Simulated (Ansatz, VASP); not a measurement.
## One calculation of MnSe, two programs

```
CELL_PARAMETERS angstrom
0.00000 2.81065 2.81065
2.81065 0.00000 2.81065
2.81065 2.81065 0.00000
ATOMIC_POSITIONS crystal
Mn 0.00000 0.00000 0.00000
Se 0.75000 0.75000 0.75000
```

Alike in both runs: functional LDA; k mesh 14 × 14 × 14; occupations gaussian, width 0.2 eV; collinear spin.

Ansatz relaxed the structure, and its values are those at the end. VASP's run is a single point on that final structure, the one shown.

```csv
,VASP,Ansatz
version,VASP 6.6.1,Ansatz 0.2.0
potentials or method,"VASP PAW LDA potentials, release 64 (Mn_pv, Se), cutoff 520 eV","scalar-relativistic, plane waves, PAW"
valence electrons in the cell,19,31
```

```csv
,VASP,Ansatz,Ansatz less VASP
gap on the k mesh at the Fermi level (eV),none,none,-
pressure (GPa),-0.8,0.0,+0.83
net moment per atom (μB),2.13,2.18,+0.058
size of the moment on the site where the two differ most (μB),3.82,3.76,-0.058
```

LDA's correlation is that of Perdew and Zunger in VASP and of Perdew and Wang (1992) in Ansatz. Site moments also hang on the region over which each program counts them. A gap of «none» marks a metal or a gap that the smearing closes. VASP's potentials hold 19 valence electrons a cell and Ansatz's 31, so a difference there can come from the potentials and not from the codes.
